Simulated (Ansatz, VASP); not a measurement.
## One calculation of MoS2, two programs

```xyz
6
Lattice="3.1845 0.0000 0.0000 -1.5923 2.7579 0.0000 0.0000 0.0000 21.6705" Properties=species:S:1:pos:R:3 pbc="T T T"
Mo    0.0000    1.8386   18.4451
Mo    1.5923    0.9193    3.2254
S     1.5923    0.9193   16.8949
S     0.0000    1.8386    1.6741
S     1.5923    0.9193   19.9965
S     0.0000    1.8386    4.7756
```

Alike in both runs: task relaxation of cell and atoms; functional LDA; k mesh 10 × 10 × 2; occupations fermi-dirac, width 0.05 eV; no spin polarisation; Hubbard terms Mo d U = 6.0 eV.

|  | VASP | Ansatz |
| --- | --- | --- |
| version | VASP 6.6.1 | Ansatz 0.2.0 |
| potentials or method | VASP PAW LDA potentials, release 64 (Mo_sv, S) | Ansatz PAW |
| plane-wave cutoff (eV) | 600 | 420 |
| valence electrons in the cell | 52 | 52 |

```csv
,VASP,Ansatz,Ansatz less VASP
"gap on the k mesh at the Fermi level, each at its own relaxed structure (eV)",1.26,1.19,-0.068
relaxed volume (Å³/atom),29.43,30.06,+0.635
relaxed length of the cell vector where the two differ most in proportion (Å),20.576,21.331,+0.7554
```

LDA's correlation is that of Perdew and Zunger in VASP and of Perdew and Wang (1992) in Ansatz. The programs project onto different local orbitals, so the same U acts differently, and such runs can settle in different states.

Noted on Ansatz's run: the plane-wave basis is chosen anew once the cell has moved, so the energies of steps on either side of that aren't comparable.
